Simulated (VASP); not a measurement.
Zr: relaxation of cell and atoms with LDA

Zr:

```xyz
2
Lattice="3.2320 0.0000 0.0000 -1.6160 2.7990 0.0000 0.0000 0.0000 5.1470" Properties=species:S:1:pos:R:3 pbc="T T T"
Zr    0.0000    1.8660    1.2868
Zr    1.6160    0.9330    3.8603
```

```
Program                : VASP 6.6.1
Task                   : relaxation of cell and atoms
Functional             : LDA
Potentials or basis    : VASP PAW LDA potentials, release 64 (Zr_sv)
Cutoff                 : 600 eV
k mesh                 : 11 × 11 × 6
Occupations            : fermi-dirac, width 0.05 eV
Spin                   : collinear spin
Starting moments       : [1.0, 1.0] μB
Dipole correction      : no
Further INCAR settings : ALGO = Normal; EDIFF = 1e-06; IBRION = 2; EDIFFG = -0.01; NSW = 80; ISIF = 3
```

| Item | Value |
| --- | --- |
| Relaxed volume | 21.80 Å³/atom |
| Relaxed cell | a = 3.150 Å, b = 3.150 Å, c = 5.074 Å, α = 90.00°, β = 90.00°, γ = 120.00° |
| Space group after relaxing (to 0.1 Å) | P6_3/mmc (No. 194) |
| Energy gained by relaxing | 29.4 meV/atom |
| Ionic steps | 6 |
| Pressure after relaxing | 0.0 GPa |
| Band gap on the k mesh | zero (filled and empty bands overlap) |
| Net moment | 0.00 μB per cell |
| Valence electrons inside the program's atomic spheres | Zr 9.93 |

The path:
```tsv
step	energy change (eV)	largest force (eV/Å)	pressure (GPa)	volume (Å³)
1	0.0000	0.0000	-6.07	46.56
2	0.0046	0.0000	7.50	40.87
3	-0.0578	0.0000	-0.07	43.68
4	-0.0578	0.0000	0.06	43.63
5	-0.0585	0.0000	0.03	43.61
6	-0.0587	0.0000	0.01	43.60
```

Final structure:
```
Zr
1.0
     3.14964    0.00000    0.00000
    -1.57482    2.72767    0.00000
     0.00000    0.00000    5.07441
Zr
2
Direct
  0.33333 0.66667 0.25000
  0.66667 0.33333 0.75000
```

Levels at points of the mesh, in eV from the Fermi level:
Spin up:
```tsv
k point	band 9	band 10	band 11	band 12	band 13	band 14	band 15	band 16
(0.00, 0.00, 0.00)	-5.74	-3.22	0.86	0.86	0.90	1.43	1.58	1.58
(0.00, 0.00, 0.50)	-3.98	-3.98	-0.01	-0.01	0.77	0.77	0.77	0.77
```
Spin down:
```tsv
k point	band 8	band 9	band 10	band 11	band 12	band 13	band 14	band 15	band 16	band 17
(0.00, 0.00, 0.00)	-25.98	-5.74	-3.22	0.86	0.86	0.90	1.43	1.58	1.58	2.30
(0.00, 0.00, 0.50)	-26.07	-3.98	-3.98	-0.01	-0.01	0.77	0.77	0.77	0.77	4.20
```

Run time: 13 min on 1 thread of Oxide Virtual Turin-like Processor, with other jobs on the host, peak memory 0.19 GiB.

LDA usually gives volumes a few per cent too small. Zero-point motion and thermal expansion aren't in these numbers.
